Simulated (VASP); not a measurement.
# SnO2 (Cm) in VASP: single point with PBE

Aim: the single point of SnO2 with PBE.

Program: VASP 6.6.1. These are calculated values, not measurements. Logs are shortened: lines on timing, memory, paths and dates and some standing lists are left out, and cuts for length are marked.

### 1 The cell of the first run

It takes space group Cm (No. 8, monoclinic). Conventional cell: a = 11.126 Å, b = 4.053 Å, c = 4.053 Å, α = 90.00°, β = 111.36°, γ = 90.00°. Within 2.8 Å of Sn (site symmetry m) lie 6 O at 2.09 to 2.14 Å. Within 2.8 Å of Sn (site symmetry m) lie 5 O at 2.09 to 2.10 Å. O (site symmetry m) has 2 Sn at 2.14 Å and 4 O at 2.49 to 2.72 Å within 2.8 Å. Within 2.8 Å of O (site symmetry m) lie 3 Sn at 2.09 to 2.10 Å. Within 2.8 Å of O (site symmetry m) lie 3 Sn at 2.09 to 2.10 Å and 4 O at 2.49 to 2.58 Å. Within 2.8 Å of O (site symmetry m) lie 3 Sn at 2.09 to 2.10 Å and 4 O at 2.58 to 2.72 Å.

### 2 Single point, PBE (atom 3 (O) moved by -0.587 Å along [0 1 0] and -0.880 Å along [0 0 1])

Input file INCAR:

```
  PREC = Accurate
  ENCUT = 520
  EDIFF = 1E-7
  ISMEAR = 0
  SIGMA = 0.05
  LREAL = False
  LASPH = True
  NELM = 80
  ALGO = Normal
  ISIF = 2
  LWAVE = False
  LCHARG = False
  GGA = PE
  NBANDS = 35
```

Input file KPOINTS:

```
Automatic mesh
0
Gamma
  10 10 10
```

Input file POSCAR:

```
SnO2
1.0
   -2.0262505044      2.0262505044      5.1806864801
    2.0262505044     -2.0262505044      5.1806864801
    2.0262505044      2.0262505044     -5.1806864801
Sn O
2 4
Direct
    0.7500000000      0.2500000000      0.5000000000
    0.0000000000      0.0000000000      0.0000000000
    0.5678924200      0.7126672143     -0.1447747943
    0.9524019562      0.4524019562      0.5000000000
    0.2024019562      0.2024019562      0.0000000000
    0.5475980438      0.0475980438      0.5000000000
```

Potentials or basis: VASP PAW PBE potentials, release 64 (Sn_d, O).

Started as:

```console
> cat potpaw_PBE.64/Sn_d/POTCAR potpaw_PBE.64/O/POTCAR > POTCAR
> mpirun -np 1 vasp_std > vasp.out
```

OUTCAR:

```text
PREC = Accurate
   ENCUT = 520
   EDIFF = 1E-7
   ISMEAR = 0
   LREAL = False
   LASPH = True
   NELM = 80
   ISIF = 2
   GGA = PE

 ion  position               nearest neighbor table
   1  0.750  0.250  0.500-   5 2.09   5 2.09   6 2.10   4 2.10   3 2.14   3 2.14   2 3.29   2 3.29
                             2 3.29   2 3.29
   2  0.000  0.000  0.000-   6 2.09   4 2.09   6 2.09   4 2.09   5 2.10   1 3.29   1 3.29   1 3.29
                             1 3.29
   3  0.568  0.713  0.855-   1 2.14   1 2.14
   4  0.952  0.452  0.500-   2 2.09   2 2.09   1 2.10
   5  0.202  0.202  0.000-   1 2.09   1 2.09   2 2.10
   6  0.548  0.048  0.500-   2 2.09   2 2.09   1 2.10

  LATTYP: Found a body centered tetragonal cell.
 ALAT       =     4.0525010088
 C/A-ratio  =     2.5567847948

  Lattice vectors:

 A1 = (  -2.0262505044,   2.0262505044,   5.1806864801)
 A2 = (   2.0262505044,  -2.0262505044,   5.1806864801)
 A3 = (   2.0262505044,   2.0262505044,  -5.1806864801)

Analysis of symmetry for initial positions (statically):
=====================================================================
 Subroutine PRICEL returns:
 Original cell was already a primitive cell.

 Routine SETGRP: Setting up the symmetry group for a
 body centered tetragonal supercell.

 Subroutine GETGRP returns: Found  2 space group operations
 (whereof  2 operations were pure point group operations)
 out of a pool of 16 trial point group operations.

The static configuration has the point symmetry C_1h.

Analysis of symmetry for dynamics (positions and initial velocities):
=====================================================================
 Subroutine PRICEL returns:
 Original cell was already a primitive cell.

 Routine SETGRP: Setting up the symmetry group for a
 body centered tetragonal supercell.

 Subroutine GETGRP returns: Found  2 space group operations
 (whereof  2 operations were pure point group operations)
 out of a pool of 16 trial point group operations.

The dynamic configuration has the point symmetry C_1h.

 Subroutine INISYM returns: Found  2 space group operations
 (whereof  2 operations are pure point group operations),
 and found     1 'primitive' translations

----------------------------------------------------------------------------------------

                                     Primitive cell

  volume of cell :      85.0812

  direct lattice vectors                    reciprocal lattice vectors
    -2.026250504  2.026250504  5.180686480     0.000000000  0.246761197  0.096512306
     2.026250504 -2.026250504  5.180686480     0.246761197  0.000000000  0.096512306
     2.026250504  2.026250504 -5.180686480     0.246761197  0.246761197  0.000000000

  length of vectors
     5.920379601  5.920379601  5.920379601     0.264963608  0.264963608  0.348973032

  position of ions in fractional coordinates (direct lattice)
     0.750000000  0.250000000  0.500000000
     0.000000000  0.000000000  0.000000000
     0.567892420  0.712667214  0.855225206
     0.952401956  0.452401956  0.500000000
     0.202401956  0.202401956  0.000000000
     0.547598044  0.047598044  0.500000000

  ion indices of the primitive-cell ions
   primitive index   ion index
                 1           1
                 2           2
                 3           3
                 4           4
                 5           5
                 6           6

----------------------------------------------------------------------------------------

 KPOINTS: Automatic mesh

Automatic generation of k-mesh.
 Grid dimensions read from file:
 generate k-points for:   10   10   10

 Generating k-lattice:

  Cartesian coordinates                     Fractional coordinates (reciprocal lattice)
     0.000000000  0.024676120  0.009651231     0.100000000  0.000000000 -0.000000000
     0.024676120  0.000000000  0.009651231     0.000000000  0.100000000 -0.000000000
     0.024676120  0.024676120  0.000000000     0.000000000  0.000000000  0.100000000

  Length of vectors
     0.026496361  0.026496361  0.034897303

  Shift w.r.t. Gamma in fractional coordinates (k-lattice)
     0.000000000  0.000000000  0.000000000

 Subroutine IBZKPT returns following result:
 ===========================================

 Found    282 irreducible k-points:

 Following reciprocal coordinates:
            Coordinates               Weight
  0.000000  0.000000  0.000000      1.000000
  0.100000 -0.000000  0.000000      2.000000
 -0.000000  0.100000  0.000000      4.000000
 -0.000000  0.100000 -0.100000      2.000000
  0.200000 -0.000000  0.000000      2.000000
 -0.000000  0.200000  0.000000      4.000000
[... 16 lines left out ...]
  0.300000  0.100000  0.000000      4.000000
 -0.000000  0.400000 -0.100000      4.000000
 [... further k-points ...]
   k-points           NKPTS =    282   k-points in BZ     NKDIM =    282   number of bands    NBANDS=     35
   number of dos      NEDOS =    301   number of ions     NIONS =      6
   total plane-waves  NPLWV = 110592
   dimension x,y,z NGX =    48 NGY =   48 NGZ =   48
   dimension x,y,z NGXF=    96 NGYF=   96 NGZF=   96
   ions per type =               2   4
   NGX,Y,Z   is equivalent  to a cutoff of  13.48, 13.48, 13.48 a.u.
   NGXF,Y,Z  is equivalent  to a cutoff of  26.96, 26.96, 26.96 a.u.
 SYSTEM =  unknown system
   PREC   = accura    normal or accurate (medium, high low for compatibility)
   ISTART =      0    job   : 0-new  1-cont  2-samecut
   ICHARG =      2    charge: 1-file 2-atom 10-const
   ISPIN  =      1    spin polarized calculation?
   LNONCOLLINEAR =      F non collinear calculations
   LSORBIT =      F    spin-orbit coupling
   LASPH  =      T    aspherical Exc in radial PAW
   ENCUT  =  520.0 eV  38.22 Ry    6.18 a.u.  11.01 11.01 11.01*2*pi/ulx,y,z
   NELM   =     80;   NELMIN=  2; NELMDL= -5     # of ELM steps
   EDIFF  = 0.1E-06   stopping-criterion for ELM
   LREAL  =      F    real-space projection
   EDIFFG = 0.1E-05   stopping-criterion for IOM
   NSW    =      0    number of steps for IOM
   IBRION =     -1    ionic relax: 0-MD 1-quasi-New 2-CG
   NFREE  =      0    steps in history (QN), initial steepest desc. (CG)
   ISIF   =      2    stress and relaxation
   ISYM   =      2    0-nonsym 1-usesym 2-fastsym
   POTIM  = 0.5000    time-step for ionic-motion
   TEBEG  =    0.0;   TEEND  =   0.0 temperature during run
   PSTRESS=    0.0 pullay stress
   NELECT =      52.0000    total number of electrons
   NUPDOWN=      -1.0000    fix difference up-down
   EMIN   =  10.00;   EMAX   =-10.00  energy-range for DOS
   EFERMI =   0.00;   METHOD = LEGACY
   ISMEAR =     0;   SIGMA  =   0.05  broadening in eV -4-tet -1-fermi 0-gaus
   EFERMI_NEDOS =   21; number of points for ismear=-14 and -15
   IALGO  =     38    algorithm
   IMIX   =      4    mixing-type and parameters
     AMIX     =   0.40;   BMIX     =  1.00
     AMIX_MAG =   1.60;   BMIX_MAG =  1.00
  volume/ion in A,a.u.               =      14.18        95.69
  Fermi-wavevector in a.u.,A,eV,Ry     =   1.389307  2.625409 26.261594  1.930173
  Thomas-Fermi vector in A             =   2.513350
   LORBIT       =      0    0 simple, 1 ext, 2 COOP (PROOUT), +10 PAW based schemes
   GGA     = PE    functional components
   LHFCALC =     F    Hartree Fock is set to
   AEXX    =    0.0000 exact exchange contribution
   IVDW    =     0    specifies the selected vdW correction
   LEPSILON=     F    determine dielectric tensor
   LRPA    =     F    only Hartree local field effects (RPA)
 non-spin polarized calculation
 Gauss-broadening in eV      SIGMA  =   0.05
  energy-cutoff  :      520.00
  volume of cell :       85.08
 maximum number of plane-waves:      2310
 NGX is ok and might be reduce to    48
   NGX = 21   NGY = 21   NGZ = 21

 number of electron      52.0000000 magnetization

 Free energy of the ion-electron system (eV)
  ---------------------------------------------------
  ext. energy  EPLUGINS =         0.00000000
  ---------------------------------------------------
  free energy    TOTEN  =       -34.55703396 eV

  energy without entropy =      -34.55580602  energy(sigma->0) =      -34.55641999

 E-fermi :   5.0044     XC(G=0): -10.2392

 val. band max:        4.9846031365   @ k =   0.3000   0.2000   0.2000
 cond. band min:       5.0106337709   @ k =   0.5000   0.5000   0.0000
 fundamental gap:      0.0260306344
 Fermi energy:         5.0044090286

 k-point     1 :       0.0000    0.0000    0.0000
  band No.  band energies     occupation
      1     -17.1364      2.00000
      2     -16.9062      2.00000
      3     -16.5330      2.00000
      4     -16.4956      2.00000
      5     -16.3630      2.00000
      6     -16.1446      2.00000
[... 27 lines left out ...]
     34      15.1386      0.00000
     35      15.3640      0.00000

 k-point     2 :       0.1000   -0.0000    0.0000
  band No.  band energies     occupation
      1     -17.1318      2.00000
      2     -16.8863      2.00000
      3     -16.5331      2.00000
      4     -16.5025      2.00000
      5     -16.3643      2.00000
      6     -16.1422      2.00000
[... 27 lines left out ...]
     34      15.0228      0.00000
     35      15.5647      0.00000

 k-point     3 :      -0.0000    0.1000    0.0000
  band No.  band energies     occupation
      1     -17.1125      2.00000
      2     -16.9052      2.00000
      3     -16.5414      2.00000
      4     -16.4956      2.00000
      5     -16.3644      2.00000
      6     -16.1389      2.00000
[... 27 lines left out ...]
     34      14.9165      0.00000
     35      15.4027      0.00000

 k-point     4 :      -0.0000    0.1000   -0.1000
  band No.  band energies     occupation
      1     -17.1320      2.00000
      2     -16.8864      2.00000
      3     -16.5331      2.00000
      4     -16.5021      2.00000
      5     -16.3643      2.00000
      6     -16.1396      2.00000
[... 27 lines left out ...]
     34      15.0283      0.00000
     35      15.5140      0.00000

 k-point     5 :       0.2000   -0.0000    0.0000
  band No.  band energies     occupation
      1     -17.1211      2.00000
      2     -16.8322      2.00000
      3     -16.5336      2.00000
      4     -16.5212      2.00000
      5     -16.3677      2.00000
      6     -16.1237      2.00000
[... 638 lines left out ...]
 k-point    22 :       0.3000   -0.0000   -0.2000
  band No.  band energies     occupation
      1     -17.0529      2.00000
      2     -16.8759      2.00000
      3     -16.5658      2.00000
      4     -16.5009      2.00000
      5     -16.3694      2.00000
      6     -16.1204      2.00000
[... 27 lines left out ...]
     34      14.8630      0.00000
     35      15.7408      0.00000

 k-point    23 :       0.3000    0.1000    0.0000
  band No.  band energies     occupation
      1     -17.0887      2.00000
      2     -16.7624      2.00000
      3     -16.5532      2.00000
      4     -16.5319      2.00000
      5     -16.3733      2.00000
      6     -16.0769      2.00000
[... 27 lines left out ...]
     34      15.1030      0.00000
     35      16.0091      0.00000

 k-point    24 :      -0.0000    0.4000   -0.1000
  band No.  band energies     occupation
      1     -16.9864      2.00000
      2     -16.8500      2.00000
      3     -16.6001      2.00000
      4     -16.5001      2.00000
      5     -16.3739      2.00000
      6     -16.1029      2.00000
[... 27 lines left out ...]
     34      14.6532      0.00000
     35      15.8235      0.00000

 [... further k-points ...]
[... 5 lines left out ...]
  --------------------------------------------------------------------------------------
  -------------------------------------------------------------------------------------
  Total       -0.3829179     -0.3002722      0.3390570      0.0000000     -0.9624024      0.0000000
  in kB       -7.2107876     -5.6544735      6.3848361      0.0000000    -18.1231501      0.0000000
  external PRESSURE =      -2.1601417 kB  Pullay stress =       0.0000000 kB

 VOLUME and BASIS-vectors are now :
 -----------------------------------------------------------------------------
  energy-cutoff  :      520.00
  volume of cell :       85.08
      direct lattice vectors                 reciprocal lattice vectors
    -2.026250504  2.026250504  5.180686480     0.000000000  0.246761197  0.096512306
     2.026250504 -2.026250504  5.180686480     0.246761197  0.000000000  0.096512306
     2.026250504  2.026250504 -5.180686480     0.246761197  0.246761197  0.000000000

 POSITION                                       TOTAL-FORCE (eV/Angst)
 -----------------------------------------------------------------------------------
      0.00000      2.02625      2.59034         0.000000     -0.390442     -1.346746
      0.00000      0.00000      0.00000        -0.000000     -0.221847      1.658297
      2.02625      1.43955      2.20352        -0.000000      2.090099      2.965955
      0.00000      2.02625      4.68751         0.000000      0.051062     -1.192281
      0.00000      0.00000      2.09716         0.000000     -1.627797     -0.149347
      0.00000      2.02625      0.49318        -0.000000      0.098925     -1.935878
 -----------------------------------------------------------------------------------
    total drift:                                0.000000     -0.000004     -0.000128

  FREE ENERGIE OF THE ION-ELECTRON SYSTEM (eV)
  ---------------------------------------------------
  free  energy   TOTEN  =       -34.5570339571 eV

  energy  without entropy=      -34.5558060187  energy(sigma->0) =      -34.55641999
```

Wall time 19 min (1 thread of Intel Xeon Platinum 8488C (Sapphire Rapids), shared host); peak memory 0.78 GiB.

Results:

```yaml
Free_energy: -34.5570 eV
Pressure: -0.2 GPa
Largest_force: 3.628 eV/Å
Band_gap_on_the_k_mesh: zero (band 26 reaches 5.02 eV, above the bottom of band 27 at 4.68 eV)
```

Forces in eV/Å, atoms in the order of the input:
```
Sn   0.000 -0.390 -1.347
Sn   0.000 -0.222  1.658
O    0.000  2.090  2.966
O    0.000  0.051 -1.192
O    0.000 -1.628 -0.149
O    0.000  0.099 -1.936
```

Caveat: the cell differs from its parent crystal (atom 3 (O) moved by -0.587 Å along [0 1 0] and -0.880 Å along [0 0 1]); spin-orbit coupling is left out, which moves the levels of the heavy elements; forces of over 1 eV/Å act on the atoms, so gaps and moduli don't describe the material at rest.
